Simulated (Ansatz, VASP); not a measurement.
One calculation of Pb, two programs

The input INCAR:

```
SYSTEM = Pb
  ALGO = Fast
  EDIFF = 1E-7
  ENCUT = 520
  GGA = PS
  ISIF = 2
  ISMEAR = 0
  LASPH = .True.
  LCHARG = .False.
  LREAL = .False.
  LWAVE = .False.
  NBANDS = 36
  NELM = 60
  PREC = Accurate
  SIGMA = 0.1
```

File KPOINTS:

```
k-points
0
Gamma
  6 6 4
  0 0 0
```

File POSCAR:

```
Pb
1.0
    1.9777903398     -6.2739572711      0.0000000000
    1.9777903398      6.2739572711      0.0000000000
    0.0000000000      0.0000000000      5.2342729234
Pb
4
Direct
    0.0980000000      0.9020000000      0.9100000000
    0.5980000000      0.4020000000      0.5900000000
    0.9020000000      0.0980000000      0.0900000000
    0.4020000000      0.5980000000      0.4100000000
```

Input for Ansatz:

```yaml
crystal:
  lattice:
    - [1.9777903398, -6.2739572711, 0.0]
    - [1.9777903398, 6.2739572711, 0.0]
    - [0.0, 0.0, 5.2342729234]
  atoms:
    - { symbol: Pb, position: [0.098, 0.902, 0.91] }
    - { symbol: Pb, position: [0.598, 0.402, 0.59] }
    - { symbol: Pb, position: [0.902, 0.098, 0.09] }
    - { symbol: Pb, position: [0.402, 0.598, 0.41] }
basis:
  ecutwfc: 420
kpoints:
  mp_grid: { grid: [6, 6, 4] }
hamiltonian:
  xc: pbesol
scf:
  occupations: { method: gaussian, width: 0.1 }
  lower_state_search: "off"
output:
  forces: true
  stress: true
  eigenvalues: true
```

Alike in both runs: task single point; functional PBEsol; k mesh 6 × 6 × 4; occupations gaussian, width 0.1 eV; no spin polarisation.

```csv
,VASP,Ansatz
version,VASP 6.6.1,Ansatz 0.2.0
potentials or method,"VASP PAW PBE potentials, release 64 (Pb_d), cutoff 520 eV","scalar-relativistic, plane waves, PAW"
valence electrons in the cell,56,56
```

```csv
,VASP,Ansatz,Ansatz less VASP
gap on the k mesh at the Fermi level (eV),none,none,-
pressure (GPa),20.4,20.4,+0.05
"traceless stress, the component that is largest in VASP (GPa)",6.93,6.93,-0.003
rms of the force components (eV/Å),2.493,2.494,+0.0008
```

VASP's potentials were made for PBE, not for PBEsol. Atom by atom the forces differ by 0.002 eV/Å (rms over components). A gap of «none» marks a metal or a gap that the smearing closes. With one functional, cell and mesh, what is left measures potentials, basis and numerics.

Spin-orbit coupling is off throughout.
